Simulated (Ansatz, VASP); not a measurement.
# C: VASP beside Ansatz

```
C
1.0
     2.46125    0.00000    0.00000
    -1.23062    2.13150    0.00000
     0.00000    0.00000    4.19803
C
4
Cartesian
  0.0000 1.4210 0.0001
  1.2306 0.7105 2.0991
  0.0000 1.4210 1.5699
  1.2306 0.7105 3.6690
```

Change from the starting cell: strained cell.

Alike in both runs: functional PBEsol; k mesh 9 × 9 × 6; occupations gaussian, width 0.02 eV; no spin polarisation.

Ansatz relaxed the structure, and its values are those at the end. VASP's run is a single point on that final structure, the one shown.

|  | VASP | Ansatz |
| --- | --- | --- |
| version | VASP 6.6.1 | Ansatz 0.2.0 |
| potentials or method | VASP PAW PBE potentials, release 64 (C), cutoff 520 eV | scalar-relativistic, plane waves, PAW |
| valence electrons in the cell | 16 | 16 |

Ansatz gave:

```
gap on the k mesh at the Fermi level (eV) : 2.92
least direct gap on the mesh (eV)         : 4.69
pressure (GPa)                            : 10.1
rms of the force components (eV/Å)        : 0.000
```

Estimate VASP's values.

gap on the k mesh at the Fermi level (eV): 2.90; least direct gap on the mesh (eV): 4.69; pressure (GPa): 11.4; rms of the force components (eV/Å): 0.009.

VASP's potentials were made for PBE, not for PBEsol, and Ansatz warns of the same on its side. Ansatz's warnings: stress scf threshold loose.
